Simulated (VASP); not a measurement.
# KZnF3 in VASP: notebook

Aim: see how the results for KZnF3 move with the level of theory and the settings. Levels: PBE, r2SCAN. Tasks: single point.

All numbers are computed with VASP 6.6.1; they aren't measurements. Logs are shortened: lines on timing, memory, paths and dates and some standing lists are left out, and cuts for length are marked.

### Step 1. The cell of the first run

Symmetry: P4/mmm, No. 123, tetragonal system. The conventional cell has a = 3.938 Å, b = 3.938 Å, c = 4.046 Å, α = 90.00°, β = 90.00°, γ = 90.00°. Within 3.7 Å of K (site symmetry 4/mmm) lie 12 F at 2.78 to 2.82 Å and 8 Zn at 3.44 Å. Zn (site symmetry 4/mmm) has 6 F at 1.97 to 2.02 Å within 2.6 Å. F (site symmetry 4/mmm) has 2 Zn at 2.02 Å within 2.7 Å. Within 2.6 Å of F (site symmetry mmm) lie 2 Zn at 1.97 Å.

### Step 2. Single point, PBE (biaxial xy strain -2.7%)

Input file INCAR:

```
SYSTEM = KZnF3
ALGO = Normal
EDIFF = 1E-6
ENCUT = 520
GGA = PE
ISIF = 2
ISMEAR = -1
LASPH = .TRUE.
LCHARG = .TRUE.
LELF = .TRUE.
LREAL = .FALSE.
LVHAR = .TRUE.
LWAVE = .FALSE.
NBANDS = 29
NELM = 100
PREC = Accurate
SIGMA = 0.02
```

Input file KPOINTS:

```
k-points
0
G
  6 6 6
  0 0 0
```

Input file POSCAR:

```
KZnF3
1.0
    3.9377307156      0.0000000000      0.0000000000
    0.0000000000      3.9377307156      0.0000000000
    0.0000000000      0.0000000000      4.0461680185
K Zn F
1 1 3
Direct
    0.0000000000      0.0000000000      0.0000000000
    0.5000000000      0.5000000000      0.5000000000
    0.5000000000      0.5000000000      0.0000000000
    0.0000000000      0.5000000000      0.5000000000
    0.5000000000      0.0000000000      0.5000000000
```

Potentials or basis: VASP PAW PBE potentials, release 64 (K_sv, Zn, F).

Run with:

```console
cat potpaw_PBE.64/K_sv/POTCAR potpaw_PBE.64/Zn/POTCAR potpaw_PBE.64/F/POTCAR > POTCAR
mpirun -np 1 vasp_std > vasp.out
```

OUTCAR:

```text
SYSTEM = KZnF3
   EDIFF = 1E-6
   ENCUT = 520
   GGA = PE
   ISIF = 2
   ISMEAR = -1
   LASPH = .TRUE.
   LREAL = .FALSE.
   NELM = 100
   PREC = Accurate

 ion  position               nearest neighbor table
   1  0.000  0.000  0.000-   3 2.78   3 2.78   3 2.78   3 2.78   5 2.82   4 2.82   4 2.82   4 2.82
                             5 2.82   5 2.82   5 2.82   4 2.82
   2  0.500  0.500  0.500-   4 1.97   5 1.97   5 1.97   4 1.97   3 2.02   3 2.02
   3  0.500  0.500  0.000-   2 2.02   2 2.02   1 2.78   1 2.78   1 2.78   1 2.78
   4  0.000  0.500  0.500-   2 1.97   2 1.97   1 2.82   1 2.82   1 2.82   1 2.82
   5  0.500  0.000  0.500-   2 1.97   2 1.97   1 2.82   1 2.82   1 2.82   1 2.82

  LATTYP: Found a simple tetragonal cell.
 ALAT       =     3.9377307156
 C/A-ratio  =     1.0275380189

  Lattice vectors:

 A1 = (   3.9377307156,   0.0000000000,   0.0000000000)
 A2 = (   0.0000000000,   3.9377307156,   0.0000000000)
 A3 = (   0.0000000000,   0.0000000000,   4.0461680185)

Analysis of symmetry for initial positions (statically):
=====================================================================
 Subroutine PRICEL returns:
 Original cell was already a primitive cell.

 Routine SETGRP: Setting up the symmetry group for a
 simple tetragonal supercell.

 Subroutine GETGRP returns: Found 16 space group operations
 (whereof 16 operations were pure point group operations)
 out of a pool of 16 trial point group operations.

The static configuration has the point symmetry D_4h.

Analysis of symmetry for dynamics (positions and initial velocities):
=====================================================================
 Subroutine PRICEL returns:
 Original cell was already a primitive cell.

 Routine SETGRP: Setting up the symmetry group for a
 simple tetragonal supercell.

 Subroutine GETGRP returns: Found 16 space group operations
 (whereof 16 operations were pure point group operations)
 out of a pool of 16 trial point group operations.

The dynamic configuration has the point symmetry D_4h.

 Subroutine INISYM returns: Found 16 space group operations
 (whereof 16 operations are pure point group operations),
 and found     1 'primitive' translations

----------------------------------------------------------------------------------------

                                     Primitive cell

  volume of cell :      62.7388

  direct lattice vectors                    reciprocal lattice vectors
[... 88 lines left out ...]
   LNONCOLLINEAR =      F non collinear calculations
   LSORBIT =      F    spin-orbit coupling
   LASPH  =      T    aspherical Exc in radial PAW
   ENCUT  =  520.0 eV  38.22 Ry    6.18 a.u.   7.32  7.32  7.52*2*pi/ulx,y,z
   NELM   =    100;   NELMIN=  2; NELMDL= -5     # of ELM steps
   EDIFF  = 0.1E-05   stopping-criterion for ELM
   LREAL  =      F    real-space projection
   EDIFFG = 0.1E-04   stopping-criterion for IOM
   NSW    =      0    number of steps for IOM
   IBRION =     -1    ionic relax: 0-MD 1-quasi-New 2-CG
   NFREE  =      0    steps in history (QN), initial steepest desc. (CG)
   ISIF   =      2    stress and relaxation
   ISYM   =      2    0-nonsym 1-usesym 2-fastsym
   POTIM  = 0.5000    time-step for ionic-motion
   TEBEG  =    0.0;   TEEND  =   0.0 temperature during run
   PSTRESS=    0.0 pullay stress
   NELECT =      42.0000    total number of electrons
   NUPDOWN=      -1.0000    fix difference up-down
   EMIN   =  10.00;   EMAX   =-10.00  energy-range for DOS
   EFERMI =   0.00;   METHOD = LEGACY
   ISMEAR =    -1;   SIGMA  =   0.02  broadening in eV -4-tet -1-fermi 0-gaus
   EFERMI_NEDOS =   21; number of points for ismear=-14 and -15
   IALGO  =     38    algorithm
   IMIX   =      4    mixing-type and parameters
     AMIX     =   0.40;   BMIX     =  1.00
     AMIX_MAG =   1.60;   BMIX_MAG =  1.00
  volume/ion in A,a.u.               =      12.55        84.68
  Fermi-wavevector in a.u.,A,eV,Ry     =   1.432120  2.706314 27.905093  2.050966
  Thomas-Fermi vector in A             =   2.551782
   LORBIT       =      0    0 simple, 1 ext, 2 COOP (PROOUT), +10 PAW based schemes
   GGA     = PE    functional components
   LHFCALC =     F    Hartree Fock is set to
   AEXX    =    0.0000 exact exchange contribution
   IVDW    =     0    specifies the selected vdW correction
   LEPSILON=     F    determine dielectric tensor
   LRPA    =     F    only Hartree local field effects (RPA)
 non-spin polarized calculation
  energy-cutoff  :      520.00
  volume of cell :       62.74
 maximum number of plane-waves:      1708
 NGX is ok and might be reduce to    30
   NGX = 15   NGY = 15   NGZ = 15

 number of electron      41.9999990 magnetization

 Free energy of the ion-electron system (eV)
  ---------------------------------------------------
  ext. energy  EPLUGINS =         0.00000000
  ---------------------------------------------------
  free energy    TOTEN  =       -20.06575972 eV

  energy without entropy =      -20.06575972  energy(sigma->0) =      -20.06575972

 E-fermi :   0.4254     XC(G=0): -10.1782

 val. band max:       -0.0455941097   @ k =   0.5000   0.5000   0.5000
 cond. band min:       3.8052072539   @ k =   0.0000   0.0000   0.0000
 fundamental gap:      3.8508013636
 Fermi energy:         0.4254119965

 k-point     1 :       0.0000    0.0000    0.0000
  band No.  band energies     occupation
      1     -27.4593      2.00000
      2     -22.2816      2.00000
      3     -21.6213      2.00000
      4     -21.4643      2.00000
      5     -10.9747      2.00000
      6     -10.9434      2.00000
[... 757 lines left out ...]
     28      11.9650      0.00000
     29      12.4152      0.00000

 [... further k-points ...]
[... 5 lines left out ...]
  --------------------------------------------------------------------------------------
  -------------------------------------------------------------------------------------
  Total        4.8097308      4.8097308      3.5005880      0.0000000     -0.0000000      0.0000000
  in kB      122.8274427    122.8274427     89.3954972      0.0000000     -0.0000000      0.0000000
  external PRESSURE =     111.6834608 kB  Pullay stress =       0.0000000 kB

 VOLUME and BASIS-vectors are now :
 -----------------------------------------------------------------------------
  energy-cutoff  :      520.00
  volume of cell :       62.74
      direct lattice vectors                 reciprocal lattice vectors
     3.937730716  0.000000000  0.000000000     0.253953374  0.000000000  0.000000000
     0.000000000  3.937730716  0.000000000     0.000000000  0.253953374  0.000000000
     0.000000000  0.000000000  4.046168019     0.000000000  0.000000000  0.247147423

 POSITION                                       TOTAL-FORCE (eV/Angst)
 -----------------------------------------------------------------------------------
      0.00000      0.00000      0.00000         0.000000      0.000000      0.000000
      1.96887      1.96887      2.02308         0.000000      0.000000      0.000000
      1.96887      1.96887      0.00000         0.000000      0.000000      0.000000
      0.00000      1.96887      2.02308         0.000000      0.000000      0.000000
      1.96887      0.00000      2.02308         0.000000      0.000000      0.000000
 -----------------------------------------------------------------------------------
    total drift:                                0.000000      0.000000     -0.000000

  FREE ENERGIE OF THE ION-ELECTRON SYSTEM (eV)
  ---------------------------------------------------
  free  energy   TOTEN  =       -20.0657597192 eV

  energy  without entropy=      -20.0657597192  energy(sigma->0) =      -20.06575972
```

OSZICAR:

```text
N       E                     dE             d eps       ncg     rms          rms(c)
DAV:   1     0.447265033235E+03    0.44727E+03   -0.22466E+04  2336   0.178E+03
DAV:   2     0.188277208327E+02   -0.42844E+03   -0.40718E+03  2557   0.458E+02
DAV:   3    -0.212423777287E+02   -0.40070E+02   -0.39765E+02  2721   0.145E+02
DAV:   4    -0.222312475571E+02   -0.98887E+00   -0.98609E+00  3559   0.214E+01
DAV:   5    -0.222459278633E+02   -0.14680E-01   -0.14675E-01  2818   0.222E+00    0.125E+01
DAV:   6    -0.200322660281E+02    0.22137E+01   -0.61798E+00  3347   0.340E+01    0.790E+00
DAV:   7    -0.200850469483E+02   -0.52781E-01   -0.12798E+00  2573   0.723E+00    0.493E+00
DAV:   8    -0.200954401159E+02   -0.10393E-01   -0.39536E-01  3068   0.124E+01    0.142E+00
DAV:   9    -0.200669191456E+02    0.28521E-01   -0.70229E-02  3549   0.769E+00    0.438E-01
DAV:  10    -0.200655786370E+02    0.13405E-02   -0.42370E-02  3358   0.453E+00    0.195E-01
DAV:  11    -0.200658713490E+02   -0.29271E-03   -0.70611E-03  2583   0.740E-01    0.121E-01
DAV:  12    -0.200658633422E+02    0.80068E-05   -0.26167E-04  2702   0.118E-01    0.947E-02
DAV:  13    -0.200657531138E+02    0.11023E-03   -0.45116E-04  3168   0.818E-01    0.313E-02
DAV:  14    -0.200657596470E+02   -0.65332E-05   -0.22434E-04  2510   0.121E-01    0.982E-03
DAV:  15    -0.200657597192E+02   -0.72170E-07   -0.34051E-06  2693   0.185E-02
   1 F= -.20065760E+02 E0= -.20065760E+02  d E =-.154285E-11
```

It took 30 s on 1 thread of Intel Xeon 6975P-C (Granite Rapids), shared host; peak memory 0.21 GiB.

What came out:

| Item | Value |
| --- | --- |
| Free energy | -20.0658 eV |
| Pressure | 11.2 GPa |
| Band gap on the k mesh | 3.85 eV, indirect (least direct gap 6.13 eV) |

Levels at points of the mesh, in eV from the valence-band top:
```
           k point  band 19  band 20  band 21  band 22  band 23  band 24
(0.00, 0.00, 0.00)    -2.29    -2.28    -2.28     3.85     8.28     8.40
(0.50, 0.00, 0.00)    -2.04    -2.02    -1.69     6.82     8.28     9.43
(0.50, 0.50, 0.00)    -2.12    -1.95     0.00     8.24    10.06    10.33
(0.00, 0.00, 0.50)    -2.02    -2.02    -1.73     6.64     8.16     9.24
(0.50, 0.00, 0.50)    -2.10    -1.94    -0.14     8.13     9.93    10.12
(0.50, 0.50, 0.50)    -1.92    -0.19     0.00     8.19     8.25     8.25
```

Caveat: the cell differs from its parent crystal (biaxial xy strain -2.7%).

### Step 3. Single point, PBE (shear xy strain +3.0%)

Input file INCAR:

```
PREC = Accurate
ENCUT = 520
EDIFF = 1E-6
ISMEAR = -1
SIGMA = 0.02
LREAL = False
LASPH = True
NELM = 80
ALGO = Normal
ISIF = 2
LWAVE = False
LCHARG = False
GGA = PE
NBANDS = 29
```

Input file KPOINTS:

```
regular mesh
0
Gamma
  6 6 6
```

Changes to POSCAR since step 2:

```diff
@@ -2,4 +2,4 @@
 1.0
-    3.9377307156      0.0000000000      0.0000000000
-    0.0000000000      3.9377307156      0.0000000000
+    4.0461680185      0.0596809783      0.0000000000
+    0.0596809783      4.0461680185      0.0000000000
     0.0000000000      0.0000000000      4.0461680185
```

Potentials or basis: VASP PAW PBE potentials, release 64 (K_sv, Zn, F).

Run with:

```console
cat potpaw_PBE.64/K_sv/POTCAR potpaw_PBE.64/Zn/POTCAR potpaw_PBE.64/F/POTCAR > POTCAR
mpirun -np 1 vasp_std > vasp.out
```

Wall time 43 s (1 thread of Intel Xeon 6975P-C (Granite Rapids), shared host); peak memory 0.23 GiB.

Results (log left out):

```
Free energy            : -20.2518 eV
Pressure               : 5.3 GPa
Band gap on the k mesh : 3.80 eV, indirect (least direct gap 5.61 eV)
```

Stress tensor (GPa, compression positive):
```
 5.27 -1.00  0.00
-1.00  5.27  0.00
 0.00  0.00  5.25
```

Levels at points of the mesh, in eV from the valence-band top:
| k point | band 19 | band 20 | band 21 | band 22 | band 23 | band 24 |
| --- | --- | --- | --- | --- | --- | --- |
| (0.00, 0.00, 0.00) | -1.91 | -1.87 | -1.81 | 3.80 | 8.68 | 8.69 |
| (0.50, 0.00, 0.00) | -1.71 | -1.71 | -1.58 | 6.58 | 8.30 | 9.63 |
| (0.50, 0.50, 0.00) | -1.79 | -1.52 | 0.00 | 8.04 | 10.12 | 10.14 |
| (0.00, 0.00, 0.50) | -1.72 | -1.71 | -1.58 | 6.57 | 8.30 | 9.64 |
| (0.50, 0.00, 0.50) | -1.80 | -1.52 | 0.00 | 8.04 | 10.12 | 10.15 |
| (0.50, 0.50, 0.50) | -1.50 | 0.00 | 0.00 | 8.31 | 8.43 | 8.53 |

Caveat: the cell differs from its parent crystal (shear xy strain +3.0%). A k mesh can miss the band edges.

### Step 4. Single point, r2SCAN (biaxial xy strain -2.7%)

Changes to POSCAR since step 3:

```diff
@@ -2,4 +2,4 @@
 1.0
-    4.0461680185      0.0596809783      0.0000000000
-    0.0596809783      4.0461680185      0.0000000000
+    3.9377307156      0.0000000000      0.0000000000
+    0.0000000000      3.9377307156      0.0000000000
     0.0000000000      0.0000000000      4.0461680185
```

Input file INCAR.step1:

```
SYSTEM = KZnF3
PREC = Accurate
ENCUT = 520
ISMEAR = 0
SIGMA = 0.01
LREAL = .FALSE.
LASPH = .TRUE.
NELM = 80
NBANDS = 29
GGA = PE
ALGO = Normal
EDIFF = 1E-4
LWAVE = .TRUE.
LCHARG = .FALSE.
```

Input file INCAR.step2:

```
SYSTEM = KZnF3
PREC = Accurate
ENCUT = 520
EDIFF = 1E-7
ISMEAR = 0
SIGMA = 0.01
LREAL = .FALSE.
LASPH = .TRUE.
NELM = 80
ALGO = Normal
ISIF = 2
LWAVE = .FALSE.
LCHARG = .TRUE.
METAGGA = R2SCAN
LMIXTAU = .TRUE.
LELF = .TRUE.
LVHAR = .TRUE.
NBANDS = 29
ISTART = 1
```

Input file KPOINTS:

```
Automatic mesh
0
G
  6 6 6
  0 0 0
```

Run with:

```console
cat potpaw_PBE.64/K_sv/POTCAR potpaw_PBE.64/Zn/POTCAR potpaw_PBE.64/F/POTCAR > POTCAR
cp INCAR.step1 INCAR
mpirun -np 1 vasp_std > vasp.out
cp INCAR.step2 INCAR
mpirun -np 1 vasp_std > vasp.out
```

Wall time 1.9 min (1 thread of Intel Xeon 6975P-C (Granite Rapids), shared host); peak memory 0.21 GiB.

It converged, with:

```yaml
Free_energy: -38.2744 eV
Pressure: 5.9 GPa
Band_gap_on_the_k_mesh: 4.63 eV, indirect (least direct gap 7.07 eV)
```

Stress tensor (GPa, compression positive):
```
7.07 0.00 0.00
0.00 7.07 0.00
0.00 0.00 3.70
```

Levels at points of the mesh, in eV from the valence-band top:
| k point | band 18 | band 19 | band 20 | band 21 | band 22 | band 23 | band 24 | band 25 |
| --- | --- | --- | --- | --- | --- | --- | --- | --- |
| (0.00, 0.00, 0.00) | -2.70 | -2.44 | -2.43 | -2.43 | 4.63 | 8.85 | 8.98 | 10.32 |
| (0.50, 0.00, 0.00) | -2.62 | -2.13 | -2.11 | -1.63 | 7.62 | 8.99 | 10.03 | 11.56 |
| (0.50, 0.50, 0.00) | -2.20 | -2.20 | -2.11 | 0.00 | 9.03 | 10.73 | 11.19 | 11.19 |
| (0.00, 0.00, 0.50) | -2.69 | -2.12 | -2.12 | -1.68 | 7.44 | 8.88 | 9.83 | 11.72 |
| (0.50, 0.00, 0.50) | -2.22 | -2.18 | -2.10 | -0.15 | 8.91 | 10.60 | 10.98 | 11.14 |
| (0.50, 0.50, 0.50) | -2.08 | -2.08 | -0.20 | 0.00 | 8.96 | 9.01 | 9.01 | 11.57 |

Caveat: the cell differs from its parent crystal (biaxial xy strain -2.7%); the PAW data sets were made with another functional, which shifts forces and pressure a little.

### Step 5. Single point, r2SCAN (shear xy strain +3.0%)

Changes to POSCAR since step 4:

```diff
@@ -2,4 +2,4 @@
 1.0
-    3.9377307156      0.0000000000      0.0000000000
-    0.0000000000      3.9377307156      0.0000000000
+    4.0461680185      0.0596809783      0.0000000000
+    0.0596809783      4.0461680185      0.0000000000
     0.0000000000      0.0000000000      4.0461680185
```

Input file INCAR.step1:

```
ALGO     = Normal         # electronic algorithm
EDIFF    = 1E-4           # SCF threshold, eV
ENCUT    = 520            # plane-wave cutoff, eV
GGA      = PE             # functional
ISMEAR   = 0              # smearing method
LASPH    = T              # aspherical terms in the spheres
LCHARG   = F              # write CHGCAR
LREAL    = F              # projectors in reciprocal space
LWAVE    = T              # write WAVECAR
NBANDS   = 29             # bands
NELM     = 100            # most SCF steps
PREC     = Accurate       # precision mode
SIGMA    = 0.01           # smearing width, eV
```

Input file INCAR.step2:

```
ALGO     = Normal         # electronic algorithm
EDIFF    = 1E-6           # SCF threshold, eV
ENCUT    = 520            # plane-wave cutoff, eV
ISIF     = 2              # what is computed and relaxed
ISMEAR   = 0              # smearing method
ISTART   = 1            
LASPH    = T              # aspherical terms in the spheres
LCHARG   = F              # write CHGCAR
LMIXTAU  = T            
LREAL    = F              # projectors in reciprocal space
LWAVE    = F              # write WAVECAR
METAGGA  = R2SCAN         # meta-GGA
NBANDS   = 29             # bands
NELM     = 100            # most SCF steps
PREC     = Accurate       # precision mode
SIGMA    = 0.01           # smearing width, eV
```

Input file KPOINTS:

```
k-points
0
Gamma
  6 6 6
```

Run with:

```console
cat potpaw_PBE.64/K_sv/POTCAR potpaw_PBE.64/Zn/POTCAR potpaw_PBE.64/F/POTCAR > POTCAR
cp INCAR.step1 INCAR
mpirun -np 1 vasp_std > vasp.out
cp INCAR.step2 INCAR
mpirun -np 1 vasp_std > vasp.out
```

Run time: 2.3 min. Hardware: 1 thread of Intel Xeon 6975P-C (Granite Rapids), shared host; peak memory 0.23 GiB.

Results (log left out):

```yaml
Free_energy: -38.3490 eV
Pressure: 0.3 GPa
Band_gap_on_the_k_mesh: 4.58 eV, indirect (least direct gap 6.52 eV)
```

Stress tensor (GPa, compression positive):
```
 0.36 -1.11  0.00
-1.11  0.36  0.00
 0.00  0.00  0.30
```

Levels at points of the mesh, in eV from the valence-band top:
```
           k point  band 18  band 19  band 20  band 21  band 22  band 23  band 24  band 25
(0.00, 0.00, 0.00)    -2.20    -2.04    -2.00    -1.94     4.58     9.28     9.29    10.27
(0.50, 0.00, 0.00)    -2.18    -1.80    -1.80    -1.51     7.37     9.02    10.25    11.87
(0.50, 0.50, 0.00)    -1.89    -1.88    -1.65     0.00     8.84    10.82    10.99    11.03
(0.00, 0.00, 0.50)    -2.08    -1.81    -1.80    -1.52     7.37     9.03    10.26    11.72
(0.50, 0.00, 0.50)    -1.89    -1.88    -1.66     0.00     8.84    10.81    11.00    11.01
(0.50, 0.50, 0.50)    -1.64    -1.64     0.00     0.00     9.07     9.20     9.31    11.19
```

Caveat: the cell differs from its parent crystal (shear xy strain +3.0%); the PAW data sets were made with another functional, which shifts forces and pressure a little.

### Step 6. Overview

| level | cell | smearing | gap on the mesh (eV) | pressure (GPa) |
| --- | --- | --- | --- | --- |
| PBE | a = 3.938, b = 3.938, c = 4.046 Å, 5 atoms | fermi-dirac 0.02 eV | 3.85 | 11.2 |
| PBE | a = 4.047 Å, angles 90.0, 90.0, 88.3°, 5 atoms | fermi-dirac 0.02 eV | 3.80 | 5.3 |
| r2SCAN | a = 3.938, b = 3.938, c = 4.046 Å, 5 atoms | gaussian 0.01 eV | 4.63 | 5.9 |
| r2SCAN | a = 4.047 Å, angles 90.0, 90.0, 88.3°, 5 atoms | gaussian 0.01 eV | 4.58 | 0.3 |

Alike in all rows: task single point; potentials or basis VASP PAW PBE potentials, release 64 (K_sv, Zn, F); no spin polarisation; k mesh 6 × 6 × 6; cutoff (eV) 520.

Caveats: the PAW data sets were made with another functional, which shifts forces and pressure a little (some runs).

Total energies depend on the potentials used, so only differences within one code and one set of settings carry meaning.
